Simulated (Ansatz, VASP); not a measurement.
# Cu: VASP beside Ansatz

```
Cu
1.0
     0.00000    1.79537    1.79537
     1.79537    0.00000    1.79537
     1.79537    1.79537    0.00000
Cu
1
Cartesian
  0.0000 0.0000 0.0000
```

Alike in both runs: task single point; functional revPBE; dispersion D3(BJ); k mesh 13 × 13 × 13; occupations fermi-dirac, width 0.05 eV; no spin polarisation.

|  | VASP | Ansatz |
| --- | --- | --- |
| version | VASP 6.6.1 | Ansatz 0.2.0 |
| potentials or method | VASP PAW PBE potentials, release 64 (Cu) | Ansatz PAW |
| plane-wave cutoff (eV) | 600 | 420 |
| valence electrons in the cell | 11 | 19 |

|  | VASP | Ansatz | Ansatz less VASP |
| --- | --- | --- | --- |
| gap on the k mesh at the Fermi level (eV) | none | none | - |
| pressure (GPa) | -7.5 | -8.2 | -0.68 |

VASP's potentials were made for PBE, not for revPBE. A gap of «none» marks a metal or a gap that the smearing closes. VASP's potentials hold 11 valence electrons a cell and Ansatz's 19, so a difference there can come from the potentials and not from the codes.
